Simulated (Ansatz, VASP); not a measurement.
## GaAs: VASP beside Ansatz

```
CELL_PARAMETERS angstrom
3.28137 0.00000 0.00000
0.00000 3.28137 0.00000
0.00000 0.00000 3.28137
ATOMIC_POSITIONS crystal
Ga 0.00000 0.00000 0.00000
As 0.50000 0.50000 0.50000
```

Alike in both runs: task single point; functional LDA; k mesh 6 × 6 × 6; occupations gaussian, width 0.05 eV; no spin polarisation.

|  | VASP | Ansatz |
| --- | --- | --- |
| version | VASP 6.6.1 | Ansatz 0.2.0 |
| potentials or method | VASP PAW LDA potentials, release 64 (Ga_d, As), cutoff 520 eV | scalar-relativistic, plane waves, PAW |
| valence electrons in the cell | 18 | 28 |

Ansatz gave:

```
gap on the k mesh at the Fermi level (eV) : none
pressure (GPa)                            : -0.2
```

Estimate VASP's values.

gap on the k mesh at the Fermi level (eV): none; pressure (GPa): 0.3.

LDA's correlation is that of Perdew and Zunger in VASP and of Perdew and Wang (1992) in Ansatz. A gap of «none» marks a metal or a gap that the smearing closes. VASP's potentials hold 18 valence electrons a cell and Ansatz's 28, so a difference there can come from the potentials and not from the codes.
